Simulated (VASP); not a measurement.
# Cd (Fm-3m) in VASP: a series of runs

The runs below take Cd through single point, with LDA.

Program: VASP 6.6.1. These are calculated values, not measurements. Logs are shortened: lines on timing, memory, paths and dates and some standing lists are left out, and cuts for length are marked.

## Step 1: The cell of the first run

The structure is cubic, space group Fm-3m (No. 225). The conventional cell has a = 4.064 Å, b = 4.064 Å, c = 4.064 Å, α = 90.00°, β = 90.00°, γ = 90.00°. Cd (site symmetry m-3m) has 12 Cd at 2.87 Å within 3.8 Å.

This isn't the form of Cd at room conditions, which is hcp.

## Step 2: Single point, LDA

Input file INCAR:

```
SYSTEM = Cd
PREC = Accurate
ENCUT = 500
EDIFF = 1E-6
ISMEAR = -1
SIGMA = 0.05
LREAL = .FALSE.
LASPH = .TRUE.
NELM = 120
ALGO = Normal
ISIF = 2
LWAVE = .FALSE.
LCHARG = .FALSE.
NBANDS = 12
GGA_COMPAT = .FALSE.
```

Input file KPOINTS:

```
regular mesh
0
G
  9 9 9
  0 0 0
```

Input file POSCAR:

```
Cd
1.0
    0.0000000000      2.0317787558      2.0317787558
    2.0317787558      0.0000000000      2.0317787558
    2.0317787558      2.0317787558      0.0000000000
Cd
1
Direct
    0.0000000000      0.0000000000      0.0000000000
```

Potentials or basis: VASP PAW LDA potentials, release 64 (Cd).

Command:

```
$ cat potpaw_LDA.64/Cd/POTCAR > POTCAR
$ mpirun -np 1 vasp_std > vasp.out
```

OUTCAR:

```text
SYSTEM = Cd
   PREC = Accurate
   ENCUT = 500
   EDIFF = 1E-6
   ISMEAR = -1
   LREAL = .FALSE.
   LASPH = .TRUE.
   NELM = 120
   ISIF = 2

 ion  position               nearest neighbor table
   1  0.000  0.000  0.000-

  LATTYP: Found a face centered cubic cell.
 ALAT       =     4.0635575116

  Lattice vectors:

 A1 = (   0.0000000000,   2.0317787558,   2.0317787558)
 A2 = (   2.0317787558,   0.0000000000,   2.0317787558)
 A3 = (   2.0317787558,   2.0317787558,   0.0000000000)

Analysis of symmetry for initial positions (statically):
=====================================================================
 Subroutine PRICEL returns:
 Original cell was already a primitive cell.

 Routine SETGRP: Setting up the symmetry group for a
 face centered cubic supercell.

 Subroutine GETGRP returns: Found 48 space group operations
 (whereof 48 operations were pure point group operations)
 out of a pool of 48 trial point group operations.

The static configuration has the point symmetry O_h .

Analysis of symmetry for dynamics (positions and initial velocities):
=====================================================================
 Subroutine PRICEL returns:
 Original cell was already a primitive cell.

 Routine SETGRP: Setting up the symmetry group for a
 face centered cubic supercell.

 Subroutine GETGRP returns: Found 48 space group operations
 (whereof 48 operations were pure point group operations)
 out of a pool of 48 trial point group operations.

The dynamic configuration has the point symmetry O_h .

 Subroutine INISYM returns: Found 48 space group operations
 (whereof 48 operations are pure point group operations),
 and found     1 'primitive' translations

----------------------------------------------------------------------------------------

                                     Primitive cell

  volume of cell :      16.7749

  direct lattice vectors                    reciprocal lattice vectors
     0.000000000  2.031778756  2.031778756    -0.246089786  0.246089786  0.246089786
     2.031778756  0.000000000  2.031778756     0.246089786 -0.246089786  0.246089786
     2.031778756  2.031778756  0.000000000     0.246089786  0.246089786 -0.246089786

  length of vectors
     2.873369072  2.873369072  2.873369072     0.426240013  0.426240013  0.426240013

  position of ions in fractional coordinates (direct lattice)
     0.000000000  0.000000000  0.000000000

  ion indices of the primitive-cell ions
   primitive index   ion index
                 1           1

----------------------------------------------------------------------------------------

 KPOINTS: regular mesh

Automatic generation of k-mesh.
 Grid dimensions read from file:
 generate k-points for:    9    9    9

 Generating k-lattice:

  Cartesian coordinates                     Fractional coordinates (reciprocal lattice)
    -0.027343310  0.027343310  0.027343310     0.111111111  0.000000000  0.000000000
     0.027343310 -0.027343310  0.027343310     0.000000000  0.111111111  0.000000000
     0.027343310  0.027343310 -0.027343310     0.000000000  0.000000000  0.111111111

  Length of vectors
     0.047360001  0.047360001  0.047360001

  Shift w.r.t. Gamma in fractional coordinates (k-lattice)
     0.000000000  0.000000000  0.000000000

 Subroutine IBZKPT returns following result:
 ===========================================

 Found     35 irreducible k-points:

 Following reciprocal coordinates:
            Coordinates               Weight
  0.000000  0.000000  0.000000      1.000000
  0.111111  0.000000  0.000000      8.000000
  0.222222  0.000000  0.000000      8.000000
  0.333333  0.000000  0.000000      8.000000
  0.444444  0.000000  0.000000      8.000000
  0.111111  0.111111  0.000000      6.000000
[... 16 lines left out ...]
 -0.333333  0.333333  0.000000     12.000000
  0.444444  0.444444  0.000000      6.000000
 [... further k-points ...]
   k-points           NKPTS =     35   k-points in BZ     NKDIM =     35   number of bands    NBANDS=     12
   number of dos      NEDOS =    301   number of ions     NIONS =      1
   total plane-waves  NPLWV =  13824
   dimension x,y,z NGX =    24 NGY =   24 NGZ =   24
   dimension x,y,z NGXF=    48 NGYF=   48 NGZF=   48
   ions per type =               1
   NGX,Y,Z   is equivalent  to a cutoff of  13.89, 13.89, 13.89 a.u.
   NGXF,Y,Z  is equivalent  to a cutoff of  27.77, 27.77, 27.77 a.u.
 SYSTEM =  Cd
   PREC   = accura    normal or accurate (medium, high low for compatibility)
   ISTART =      0    job   : 0-new  1-cont  2-samecut
   ICHARG =      2    charge: 1-file 2-atom 10-const
   ISPIN  =      1    spin polarized calculation?
   LNONCOLLINEAR =      F non collinear calculations
   LSORBIT =      F    spin-orbit coupling
   LASPH  =      T    aspherical Exc in radial PAW
   ENCUT  =  500.0 eV  36.75 Ry    6.06 a.u.   5.24  5.24  5.24*2*pi/ulx,y,z
   NELM   =    120;   NELMIN=  2; NELMDL= -5     # of ELM steps
   EDIFF  = 0.1E-05   stopping-criterion for ELM
   LREAL  =      F    real-space projection
   EDIFFG = 0.1E-04   stopping-criterion for IOM
   NSW    =      0    number of steps for IOM
   IBRION =     -1    ionic relax: 0-MD 1-quasi-New 2-CG
   NFREE  =      0    steps in history (QN), initial steepest desc. (CG)
   ISIF   =      2    stress and relaxation
   ISYM   =      2    0-nonsym 1-usesym 2-fastsym
   POTIM  = 0.5000    time-step for ionic-motion
   TEBEG  =    0.0;   TEEND  =   0.0 temperature during run
   PSTRESS=    0.0 pullay stress
   NELECT =      12.0000    total number of electrons
   NUPDOWN=      -1.0000    fix difference up-down
   EMIN   =  10.00;   EMAX   =-10.00  energy-range for DOS
   EFERMI =   0.00;   METHOD = LEGACY
   ISMEAR =    -1;   SIGMA  =   0.05  broadening in eV -4-tet -1-fermi 0-gaus
   EFERMI_NEDOS =   21; number of points for ismear=-14 and -15
   IALGO  =     38    algorithm
   IMIX   =      4    mixing-type and parameters
     AMIX     =   0.40;   BMIX     =  1.00
     AMIX_MAG =   1.60;   BMIX_MAG =  1.00
  volume/ion in A,a.u.               =      16.77       113.20
  Fermi-wavevector in a.u.,A,eV,Ry     =   1.464139  2.766821 29.166831  2.143702
  Thomas-Fermi vector in A             =   2.580150
   LORBIT       =      0    0 simple, 1 ext, 2 COOP (PROOUT), +10 PAW based schemes
   GGA     = CA    functional components
   LHFCALC =     F    Hartree Fock is set to
   AEXX    =    0.0000 exact exchange contribution
   IVDW    =     0    specifies the selected vdW correction
   LEPSILON=     F    determine dielectric tensor
   LRPA    =     F    only Hartree local field effects (RPA)
 non-spin polarized calculation
  energy-cutoff  :      500.00
  volume of cell :       16.77
 maximum number of plane-waves:       440
 NGX is ok and might be reduce to    24
   NGX = 11   NGY = 11   NGZ = 11

 number of electron      11.9999998 magnetization

 Free energy of the ion-electron system (eV)
  ---------------------------------------------------
  ext. energy  EPLUGINS =         0.00000000
  ---------------------------------------------------
  free energy    TOTEN  =        -1.31026573 eV

  energy without entropy =       -1.30648009  energy(sigma->0) =       -1.30837291

 E-fermi :   5.0041     XC(G=0): -12.7867

 val. band max:        4.9436060119   @ k =  -0.4444   0.2222   0.0000
 cond. band min:       5.0649435827   @ k =   0.4444   0.0000   0.0000
 fundamental gap:      0.1213375708
 Fermi energy:         5.0041388965

 k-point     1 :       0.0000    0.0000    0.0000
  band No.  band energies     occupation
      1      -6.1863      2.00000
      2      -5.1598      2.00000
      3      -5.1598      2.00000
      4      -5.1598      2.00000
      5      -4.3554      2.00000
      6      -4.3554      2.00000
      7      19.6588      0.00000
      8      22.3259      0.00000
      9      22.3259      0.00000
     10      22.3259      0.00000
     11      26.5787      0.00000
     12      26.5787      0.00000

 k-point     2 :       0.1111    0.0000    0.0000
  band No.  band energies     occupation
      1      -5.8457      2.00000
      2      -5.1668      2.00000
      3      -5.0798      2.00000
      4      -5.0798      2.00000
      5      -4.3742      2.00000
      6      -4.3742      2.00000
      7      18.2490      0.00000
      8      20.3982      0.00000
      9      22.0233      0.00000
     10      22.0233      0.00000
     11      26.1287      0.00000
     12      27.0113      0.00000

 k-point     3 :       0.2222    0.0000    0.0000
  band No.  band energies     occupation
      1      -5.7228      2.00000
      2      -4.9867      2.00000
      3      -4.9867      2.00000
      4      -4.2974      2.00000
      5      -4.2974      2.00000
      6      -4.2458      2.00000
      7      13.6137      0.00000
      8      20.0731      0.00000
      9      21.3521      0.00000
     10      21.3521      0.00000
     11      25.6333      0.00000
     12      26.2813      0.00000

 k-point     4 :       0.3333    0.0000    0.0000
  band No.  band energies     occupation
      1      -5.9744      2.00000
      2      -5.0587      2.00000
      3      -5.0587      2.00000
      4      -4.0044      2.00000
      5      -4.0044      2.00000
      6      -2.1658      2.00000
      7       9.0191      0.00000
      8      19.3440      0.00000
      9      20.5383      0.00000
     10      20.5383      0.00000
     11      24.8785      0.00000
     12      24.8785      0.00000

 k-point     5 :       0.4444    0.0000    0.0000
  band No.  band energies     occupation
      1      -6.1497      2.00000
      2      -5.1473      2.00000
      3      -5.1473      2.00000
      4      -3.7537      2.00000
      5      -3.7537      2.00000
      6       0.5072      2.00000
      7       5.0649      0.45725
      8      18.7714      0.00000
      9      19.9178      0.00000
     10      19.9178      0.00000
     11      24.2115      0.00000
     12      24.2115      0.00000
[... 228 lines left out ...]
      1      -6.0979      2.00000
      2      -5.9393      2.00000
      3      -4.0401      2.00000
      4      -4.0140      2.00000
      5      -3.6745      2.00000
      6       1.0445      2.00000
      7      10.7840      0.00000
      8      11.4292      0.00000
      9      13.6837      0.00000
     10      18.3901      0.00000
     11      20.9106      0.00000
     12      32.8632      0.00000

 k-point    22 :      -0.4444    0.3333    0.0000
  band No.  band energies     occupation
      1      -6.0291      2.00000
      2      -5.6795      2.00000
      3      -4.3379      2.00000
      4      -4.1615      2.00000
      5      -3.6928      2.00000
      6       3.8926      2.00000
      7       7.3876      0.00000
      8       9.2945      0.00000
      9      14.2114      0.00000
     10      18.4210      0.00000
     11      24.9386      0.00000
     12      31.3937      0.00000

 k-point    23 :      -0.3333    0.3333    0.0000
  band No.  band energies     occupation
      1      -5.8140      2.00000
      2      -5.2181      2.00000
      3      -4.8092      2.00000
      4      -4.3429      2.00000
      5      -3.9292      2.00000
      6       4.1768      2.00000
      7       6.9311      0.00000
      8       8.5588      0.00000
      9      15.7698      0.00000
     10      18.6726      0.00000
     11      29.6013      0.00000
     12      29.9015      0.00000

 k-point    24 :       0.4444    0.4444    0.0000
  band No.  band energies     occupation
      1      -6.2646      2.00000
      2      -6.2121      2.00000
      3      -3.7669      2.00000
      4      -3.6131      2.00000
      5      -3.6131      2.00000
      6       2.3011      2.00000
      7       8.5346      0.00000
      8      12.7239      0.00000
      9      12.7239      0.00000
     10      18.1272      0.00000
     11      18.5928      0.00000
     12      34.9556      0.00000

 [... further k-points ...]

------------------------ aborting loop because EDIFF is reached ----------------------------------------

  FORCE on cell =-STRESS in cart. coord.  units (eV):
  Direction    XX          YY          ZZ          XY          YZ          ZX
  --------------------------------------------------------------------------------------
  -------------------------------------------------------------------------------------
  Total        2.2512870      2.2512870      2.2512870     -0.0000000     -0.0000000      0.0000000
  in kB      215.0216613    215.0216613    215.0216613     -0.0000000     -0.0000000      0.0000000
  external PRESSURE =     215.0216613 kB  Pullay stress =       0.0000000 kB

 VOLUME and BASIS-vectors are now :
 -----------------------------------------------------------------------------
  energy-cutoff  :      500.00
  volume of cell :       16.77
      direct lattice vectors                 reciprocal lattice vectors
     0.000000000  2.031778756  2.031778756    -0.246089786  0.246089786  0.246089786
     2.031778756  0.000000000  2.031778756     0.246089786 -0.246089786  0.246089786
     2.031778756  2.031778756  0.000000000     0.246089786  0.246089786 -0.246089786

 POSITION                                       TOTAL-FORCE (eV/Angst)
 -----------------------------------------------------------------------------------
      0.00000      0.00000      0.00000        -0.000000      0.000000     -0.000000
 -----------------------------------------------------------------------------------
    total drift:                                0.000000      0.000000     -0.000000

  FREE ENERGIE OF THE ION-ELECTRON SYSTEM (eV)
  ---------------------------------------------------
  free  energy   TOTEN  =        -1.3102657320 eV

  energy  without entropy=       -1.3064800940  energy(sigma->0) =       -1.30837291
```

Run time: 3.8 s. Hardware: 1 thread of Intel Xeon Platinum 8488C (Sapphire Rapids), shared host; peak memory 0.12 GiB.

Results:

| Item | Value |
| --- | --- |
| Free energy | -1.3103 eV |
| Pressure | 21.5 GPa |
| Band gap on the k mesh | zero (bands 6 and 7 overlap by 1.08 eV) |

Caveat: the cell stands under pressure.

## Step 3: Single point, LDA

This run uses another cell than the first one, of 18.82 Å³/atom.

Input file INCAR:

```
  PREC = Accurate
  ENCUT = 500
  EDIFF = 1E-6
  ISMEAR = -1
  SIGMA = 0.05
  LREAL = F
  LASPH = T
  NELM = 120
  ALGO = Normal
  ISIF = 2
  LWAVE = F
  LCHARG = F
  NBANDS = 12
  GGA_COMPAT = F
```

Input file KPOINTS:

```
regular mesh
0
Gamma
  9 9 9
```

Input file POSCAR:

```
Cd
1.0
    0.0000000000      2.1112793951      2.1112793951
    2.1112793951      0.0000000000      2.1112793951
    2.1112793951      2.1112793951      0.0000000000
Cd
1
Direct
    0.0000000000      0.0000000000      0.0000000000
```

Potentials or basis: VASP PAW LDA potentials, release 64 (Cd).

Command:

```
$ cat potpaw_LDA.64/Cd/POTCAR > POTCAR
$ mpirun -np 1 vasp_std > vasp.out
```

It took 4 s on 1 thread of Intel Xeon Platinum 8488C (Sapphire Rapids), shared host; peak memory 0.12 GiB.

The run converged. Its results:

| Quantity | Value |
| --- | --- |
| Free energy | -1.4741 eV |
| Pressure | 5.8 GPa |
| Band gap on the k mesh | zero (bands 6 and 7 overlap by 1.38 eV) |

Levels at points of the mesh, in eV from the Fermi level:
| k point | band 2 | band 3 | band 4 | band 5 | band 6 | band 7 | band 8 | band 9 | band 10 | band 11 |
| --- | --- | --- | --- | --- | --- | --- | --- | --- | --- | --- |
| (0.00, 0.00, 0.00) | -9.52 | -9.52 | -9.52 | -8.89 | -8.89 | 14.50 | 16.37 | 16.37 | 16.37 | 20.18 |

Caveat: the cell stands under pressure.

## Step 4: Single point, LDA

This run uses another cell than the first one, of 17.97 Å³/atom.

Input file INCAR:

```
SYSTEM = Cd
  ALGO = Normal
  EDIFF = 1E-6
  ENCUT = 500
  GGA_COMPAT = .FALSE.
  ISIF = 2
  ISMEAR = -1
  LASPH = .TRUE.
  LCHARG = .FALSE.
  LREAL = .FALSE.
  LWAVE = .FALSE.
  NBANDS = 12
  NELM = 120
  PREC = Accurate
  SIGMA = 0.05
```

Input file KPOINTS:

```
k-points
0
G
  9 9 9
  0 0 0
```

Input file POSCAR:

```
Cd
1.0
    0.0000000000      2.0791127133      2.0791127133
    2.0791127133      0.0000000000      2.0791127133
    2.0791127133      2.0791127133      0.0000000000
Cd
1
Direct
    0.0000000000      0.0000000000      0.0000000000
```

Command:

```
$ cat potpaw_LDA.64/Cd/POTCAR > POTCAR
$ mpirun -np 1 vasp_std > vasp.out
```

Run time: 4.2 s. Hardware: 1 thread of Intel Xeon Platinum 8488C (Sapphire Rapids), shared host; peak memory 0.12 GiB.

The run converged. Its results:

- Free energy: -1.4299 eV
- Pressure: 11.1 GPa
- Band gap on the k mesh: zero (bands 6 and 7 overlap by 1.26 eV)

Levels at points of the mesh, in eV from the Fermi level:
| k point | band 2 | band 3 | band 4 | band 5 | band 6 | band 7 | band 8 | band 9 | band 10 | band 11 |
| --- | --- | --- | --- | --- | --- | --- | --- | --- | --- | --- |
| (0.00, 0.00, 0.00) | -9.76 | -9.76 | -9.76 | -9.07 | -9.07 | 14.57 | 16.76 | 16.76 | 16.76 | 20.73 |

Caveat: the cell stands under pressure.

## Step 5: Overview

```tsv
cell	gap on the mesh (eV)	pressure (GPa)
a = 2.873 Å, angles 60.0°, 1 atom	none	21.5
a = 2.986 Å, angles 60.0°, 1 atom	none	5.8
a = 2.940 Å, angles 60.0°, 1 atom	none	11.1
```

Alike in all rows: task single point; level LDA; potentials or basis VASP PAW LDA potentials, release 64 (Cd); no spin polarisation; k mesh 9 × 9 × 9; cutoff (eV) 500; smearing fermi-dirac 0.05 eV.

Caveats: the cell stands under pressure.

Absolute energies hang on the potentials; compare differences alone.
